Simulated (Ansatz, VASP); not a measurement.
# Two plane-wave programs on BaZrO3

```
Ba Zr O
1.0
     4.11933    0.00000    0.00000
     0.00000    4.11933    0.00000
     0.00000    0.00000    4.11933
Ba Zr O
1 1 3
Direct
  0.00000 0.00000 0.00000
  0.50000 0.50000 0.50000
  0.00000 0.50000 0.50000
  0.50000 0.00000 0.50000
  0.50000 0.50000 0.00000
```

Alike in both runs: task single point; functional r2SCAN; k mesh 6 × 6 × 6; occupations gaussian, width 0.02 eV; no spin polarisation.

|  | VASP | Ansatz |
| --- | --- | --- |
| version | VASP 6.6.1 | Ansatz 0.2.0 |
| potentials or method | VASP PAW PBE potentials, release 64 (Ba_sv, Zr_sv, O), cutoff 520 eV | scalar-relativistic, plane waves, PAW |
| valence electrons in the cell | 40 | 40 |

```csv
,VASP,Ansatz,Ansatz less VASP
gap on the k mesh at the Fermi level (eV),3.83,3.89,+0.063
least direct gap on the mesh (eV),4.00,4.03,+0.030
pressure (GPa),12.9,11.5,-1.34
```

VASP's potentials were made for PBE, not for r2SCAN.

Neither program's run includes spin-orbit coupling.
